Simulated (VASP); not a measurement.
# SiC (F-43m) in VASP: notebook

Runs on SiC. Level: LDA. Tasks: elastic constants.

Program: VASP 6.6.1. These are calculated values, not measurements. Logs are shortened: lines on timing, memory, paths and dates and some standing lists are left out, and cuts for length are marked.

## 1. The cell of the first run

It takes space group F-43m (No. 216, cubic). The conventional cell has a = 4.158 Å, b = 4.158 Å, c = 4.158 Å, α = 90.00°, β = 90.00°, γ = 90.00°. Within 2.4 Å of Si (site symmetry -43m) lie 4 C at 1.80 Å. Within 2.4 Å of C (site symmetry -43m) lie 4 Si at 1.80 Å.

## 2. Elastic constants, LDA

File INCAR:

```
  PREC = Accurate
  ENCUT = 600
  EDIFF = 1E-8
  ISMEAR = 0
  SIGMA = 0.01
  LREAL = False
  LASPH = True
  NELM = 80
  ALGO = Normal
  ISIF = 3
  LWAVE = False
  LCHARG = True
  IBRION = 6
  NFREE = 2
  POTIM = 0.015
  NSW = 1
```

File KPOINTS:

```
regular mesh
0
Gamma
  12 12 12
```

File POSCAR:

```
SiC
1.0
    0.0000000000      2.0789217357      2.0789217357
    2.0789217357      0.0000000000      2.0789217357
    2.0789217357      2.0789217357      0.0000000000
Si C
1 1
Direct
    0.0000000000      0.0000000000      0.0000000000
    0.7500000000      0.7500000000      0.7500000000
```

Potentials or basis: VASP PAW LDA potentials, release 64 (Si, C).

Command:

```console
> cat potpaw_LDA.64/Si/POTCAR potpaw_LDA.64/C/POTCAR > POTCAR
> mpirun -np 1 vasp_std > vasp.out
```

OUTCAR:

```text
PREC = Accurate
   ENCUT = 600
   EDIFF = 1E-8
   ISMEAR = 0
   LREAL = False
   LASPH = True
   NELM = 80
   ISIF = 3
   IBRION = 6
   NFREE = 2
   POTIM = 0.015
   NSW = 1

 ion  position               nearest neighbor table
   1  0.000  0.000  0.000-   2 1.80   2 1.80   2 1.80   2 1.80
   2  0.750  0.750  0.750-   1 1.80   1 1.80   1 1.80   1 1.80

  LATTYP: Found a face centered cubic cell.
 ALAT       =     4.1578434714

  Lattice vectors:

 A1 = (   0.0000000000,   2.0789217357,   2.0789217357)
 A2 = (   2.0789217357,   0.0000000000,   2.0789217357)
 A3 = (   2.0789217357,   2.0789217357,   0.0000000000)

Analysis of symmetry for initial positions (statically):
=====================================================================
 Subroutine PRICEL returns:
 Original cell was already a primitive cell.

 Routine SETGRP: Setting up the symmetry group for a
 face centered cubic supercell.

 Subroutine GETGRP returns: Found 24 space group operations
 (whereof 24 operations were pure point group operations)
 out of a pool of 48 trial point group operations.

The static configuration has the point symmetry T_d .

Analysis of symmetry for dynamics (positions and initial velocities):
=====================================================================
 Subroutine PRICEL returns:
 Original cell was already a primitive cell.

 Routine SETGRP: Setting up the symmetry group for a
 face centered cubic supercell.

 Subroutine GETGRP returns: Found 24 space group operations
 (whereof 24 operations were pure point group operations)
 out of a pool of 48 trial point group operations.

The dynamic configuration has the point symmetry T_d .

 Subroutine INISYM returns: Found 24 space group operations
 (whereof 24 operations are pure point group operations),
 and found     1 'primitive' translations

----------------------------------------------------------------------------------------

                                     Primitive cell

  volume of cell :      17.9698

  direct lattice vectors                    reciprocal lattice vectors
     0.000000000  2.078921736  2.078921736    -0.240509295  0.240509295  0.240509295
     2.078921736  0.000000000  2.078921736     0.240509295 -0.240509295  0.240509295
     2.078921736  2.078921736  0.000000000     0.240509295  0.240509295 -0.240509295

  length of vectors
     2.940039314  2.940039314  2.940039314     0.416574318  0.416574318  0.416574318

  position of ions in fractional coordinates (direct lattice)
     0.000000000  0.000000000  0.000000000
     0.750000000  0.750000000  0.750000000

  ion indices of the primitive-cell ions
   primitive index   ion index
                 1           1
                 2           2

----------------------------------------------------------------------------------------

 KPOINTS: regular mesh

Automatic generation of k-mesh.
 Grid dimensions read from file:
 generate k-points for:   12   12   12

 Generating k-lattice:

  Cartesian coordinates                     Fractional coordinates (reciprocal lattice)
    -0.020042441  0.020042441  0.020042441     0.083333333  0.000000000  0.000000000
     0.020042441 -0.020042441  0.020042441     0.000000000  0.083333333  0.000000000
     0.020042441  0.020042441 -0.020042441     0.000000000  0.000000000  0.083333333

  Length of vectors
     0.034714526  0.034714526  0.034714526

  Shift w.r.t. Gamma in fractional coordinates (k-lattice)
     0.000000000  0.000000000  0.000000000

 Subroutine IBZKPT returns following result:
 ===========================================

[... 95 lines left out ...]

  energy without entropy =      -16.40851028  energy(sigma->0) =      -16.40851028

------------------------ aborting loop because EDIFF is reached ----------------------------------------

  FORCE on cell =-STRESS in cart. coord.  units (eV):
  Direction    XX          YY          ZZ          XY          YZ          ZX
  --------------------------------------------------------------------------------------
  -------------------------------------------------------------------------------------
  Total        3.9580812      3.9580812      3.9580812      0.0000000      0.0000000      0.0000000
  in kB      352.8993570    352.8993570    352.8993570      0.0000000      0.0000000      0.0000000
  external PRESSURE =     352.8993570 kB  Pullay stress =       0.0000000 kB
[... 89 lines left out ...]
  FREE ENERGIE OF THE ION-ELECTRON SYSTEM (eV)
  ---------------------------------------------------
  free  energy   TOTEN  =       -16.3424734351 eV

  energy  without entropy=      -16.3424734351  energy(sigma->0) =      -16.34247344

 E-fermi :  10.1413     XC(G=0): -12.2350

 val. band max:       10.0044991028   @ k =   0.0000   0.0000   0.0000
 cond. band min:      10.9896946359   @ k =   0.5000   0.5000   0.0000
 fundamental gap:      0.9851955332
 Fermi energy:        10.1413257598

 k-point     1 :       0.0000    0.0000    0.0000
  band No.  band energies     occupation
      1      -6.6503      2.00000
      2       9.9014      2.00000
      3       9.9014      2.00000
      4      10.0045      2.00000
      5      18.1004      0.00000
      6      18.2708      0.00000
      7      18.3032      0.00000
      8      18.3032      0.00000
[... 243 lines left out ...]
 k-point    24 :      -0.4167    0.1667    0.0000
  band No.  band energies     occupation
      1      -2.0705      2.00000
      2       1.1426      2.00000
      3       6.7865      2.00000
      4       8.2200      2.00000
      5      15.3681      0.00000
      6      18.9289      0.00000
      7      19.1047      0.00000
      8      22.6218      0.00000

 [... further k-points ...]

[... ionic steps 4 to 14 ...]

--------------------------------------- Ionic step       15  -------------------------------------------

 number of electron       8.0000000 magnetization

------------------------ aborting loop because EDIFF is reached ----------------------------------------
[... 67 lines left out ...]
--------------------------------------- Ionic step       17  -------------------------------------------

 number of electron       8.0000000 magnetization

 Free energy of the ion-electron system (eV)
  ---------------------------------------------------
  ext. energy  EPLUGINS =         0.00000000
  ---------------------------------------------------
  free energy    TOTEN  =       -16.40560370 eV

  energy without entropy =      -16.40560370  energy(sigma->0) =      -16.40560370

 E-fermi :   9.8943     XC(G=0): -12.1679

 val. band max:        9.8169259744   @ k =   0.0000   0.0000   0.0000
 cond. band min:      10.9170803542   @ k =   0.5000   0.5000   0.0000
 fundamental gap:      1.1001543798
 Fermi energy:         9.8943329732

 k-point     1 :       0.0000    0.0000    0.0000
  band No.  band energies     occupation
      1      -6.7136      2.00000
      2       9.6707      2.00000
      3       9.7450      2.00000
      4       9.8169      2.00000
      5      17.7241      0.00000
      6      17.9562      0.00000
      7      17.9802      0.00000
      8      18.0045      0.00000
[... 282 lines left out ...]
  FREE ENERGIE OF THE ION-ELECTRON SYSTEM (eV)
  ---------------------------------------------------
  free  energy   TOTEN  =       -16.4056036992 eV

  energy  without entropy=      -16.4056036992  energy(sigma->0) =      -16.40560370

 INTERNAL STRAIN TENSORS FROM STRAINED CELLS
 ============================================

 INTERNAL STRAIN TENSOR FOR ION    1 for displacements in x,y,z  (eV/Angst):
          X           Y           Z          XY          YZ          ZX
  --------------------------------------------------------------------------------
  x     0.00000    -0.00000     0.00000    -0.00000   -16.24468     0.00000
  y    -0.00000    -0.00000     0.00000     0.00000    -0.00000   -16.24479
  z    -0.00000    -0.00000    -0.00000   -16.24419    -0.00000     0.00000

 INTERNAL STRAIN TENSORS FROM DISPLACED ATOMS
 ============================================

 INTERNAL STRAIN TENSOR FOR ION    1 for displacements in x,y,z  (eV/Angst):
          X           Y           Z          XY          YZ          ZX
  --------------------------------------------------------------------------------
  x     0.00000     0.00000     0.00000     0.00000   -16.24114     0.00000
  y    -0.00000     0.00000    -0.00000     0.00000     0.00000   -16.24114
  z     0.00000     0.00000     0.00000   -16.24114     0.00000     0.00000

 INTERNAL STRAIN TENSOR FOR ION    2 for displacements in x,y,z  (eV/Angst):
          X           Y           Z          XY          YZ          ZX
  --------------------------------------------------------------------------------
  x     0.00000     0.00000     0.00000     0.00000    16.24020     0.00000
  y     0.00000     0.00000     0.00000     0.00000     0.00000    16.24020
  z     0.00000     0.00000     0.00000    16.24020     0.00000     0.00000

 Eigenvectors and eigenvalues of the dynamical matrix
 ----------------------------------------------------

   1 f  =   27.394890 THz   172.127172 2PiTHz  913.795176 cm-1   113.296111 meV
             X         Y         Z           dx          dy          dz
      0.000000  0.000000  0.000000    -0.547340    0.000000    0.000000
      3.118383  3.118383  3.118383     0.836910    0.000000    0.000000
[... 21 lines left out ...]
   6 f/i=    0.000752 THz     0.004726 2PiTHz    0.025091 cm-1     0.003111 meV
             X         Y         Z           dx          dy          dz
      0.000000  0.000000  0.000000     0.000000    0.000000    0.836910
      3.118383  3.118383  3.118383     0.000000    0.000000    0.547340

--------------------------------------------------------------------------------------------------------

 ELASTIC MODULI CONTR FROM IONIC RELAXATION (kBar)
 Direction    XX          YY          ZZ          XY          YZ          ZX
 --------------------------------------------------------------------------------
 XX          -0.0000     -0.0000     -0.0000      0.0000      0.0000     -0.0000
 YY          -0.0000     -0.0000     -0.0000      0.0000      0.0000      0.0000
 ZZ          -0.0000     -0.0000     -0.0000      0.0000      0.0000     -0.0000
 XY           0.0000      0.0000      0.0000   -910.2770      0.0000      0.0000
 YZ           0.0000      0.0000      0.0000      0.0000   -910.2770      0.0000
 ZX          -0.0000      0.0000     -0.0000      0.0000      0.0000   -910.2770
 --------------------------------------------------------------------------------

 TOTAL ELASTIC MODULI (kBar)
 Direction    XX          YY          ZZ          XY          YZ          ZX
 --------------------------------------------------------------------------------
 XX        4906.4325   2338.6588   2338.6588     -0.0000     -0.0000     -0.0000
 YY        2338.6588   4906.4325   2338.6588      0.0000     -0.0000      0.0000
 ZZ        2338.6588   2338.6588   4906.4325      0.0000      0.0000      0.0000
 XY          -0.0000      0.0000      0.0000   2983.5211      0.0000     -0.0000
 YZ          -0.0000     -0.0000      0.0000      0.0000   2983.5211      0.0000
 ZX          -0.0000      0.0000      0.0000     -0.0000      0.0000   2983.5211
 --------------------------------------------------------------------------------
```

Run time: 5.2 min. Hardware: 1 thread of AMD EPYC 9R45 (Zen 5), shared host; peak memory 0.26 GiB.

Results:

```yaml
Elastic_constants_C11_C12_C44: 491, 234, 298 GPa
Voigt_bulk_modulus: 319 GPa
Highest_phonon_frequency_at_Γ_LO-TO_splitting_left_out: 914 cm⁻¹
```

Phonon frequencies in cm⁻¹ (negative: imaginary):
| q point | frequencies |
| --- | --- |
| (0.000, 0.000, 0.000) | 0 0 0 914 914 914 |

Elastic tensor in Voigt notation (GPa, in the Cartesian axes of the cell as first typed):
```
491 234 234   0   0   0
234 491 234   0   0   0
234 234 491   0   0   0
  0   0   0 298   0   0
  0   0   0   0 298   0
  0   0   0   0   0 298
```

Clamped-ion elastic tensor (GPa):
```
491 234 234   0   0   0
234 491 234   0   0   0
234 234 491   0   0   0
  0   0   0 389   0   0
  0   0   0   0 389   0
  0   0   0   0   0 389
```

Caveat: the cell is under stress, which shifts elastic constants.

## 3. Elastic constants, LDA

This run uses another cell than the first one, of 9.47 Å³/atom.

File INCAR:

```
PREC = Accurate
ENCUT = 600
EDIFF = 1E-8
ISMEAR = 0
SIGMA = 0.01
LREAL = False
LASPH = True
NELM = 100
ALGO = Normal
ISIF = 3
LWAVE = False
LCHARG = False
GGA = CA
IBRION = 6
NFREE = 2
POTIM = 0.015
NSW = 1
```

KPOINTS is that of step 2.

File POSCAR:

```
SiC
1.0
    0.0000000000      2.1154716510      2.1154716510
    2.1154716510      0.0000000000      2.1154716510
    2.1154716510      2.1154716510      0.0000000000
Si C
1 1
Direct
    0.0000000000      0.0000000000      0.0000000000
    0.7500000000      0.7500000000      0.7500000000
```

Potentials or basis: VASP PAW LDA potentials, release 64 (Si, C).

Command:

```console
> cat potpaw_LDA.64/Si/POTCAR potpaw_LDA.64/C/POTCAR > POTCAR
> mpirun -np 1 vasp_std > vasp.out
```

It took 6.4 min on 1 thread of AMD EPYC 9R45 (Zen 5), shared host; peak memory 0.26 GiB.

It converged, with:

- Elastic constants C11, C12, C44: 451, 191, 280 GPa
- Voigt bulk modulus: 278 GPa
- Highest phonon frequency at Γ, LO-TO splitting left out: 862 cm⁻¹

Phonon frequencies in cm⁻¹ (negative: imaginary):
| q point | frequencies |
| --- | --- |
| (0.000, 0.000, 0.000) | 0 0 0 862 862 862 |

Elastic tensor in Voigt notation (GPa, in the Cartesian axes of the cell as first typed):
```
451 191 191   0   0   0
191 451 191   0   0   0
191 191 451   0   0   0
  0   0   0 280   0   0
  0   0   0   0 280   0
  0   0   0   0   0 280
```

Clamped-ion elastic tensor (GPa):
```
451 191 191   0   0   0
191 451 191   0   0   0
191 191 451   0   0   0
  0   0   0 340   0   0
  0   0   0   0 340   0
  0   0   0   0   0 340
```

Caveat: the cell is under stress, which shifts elastic constants.

[end of part 1 of 2]
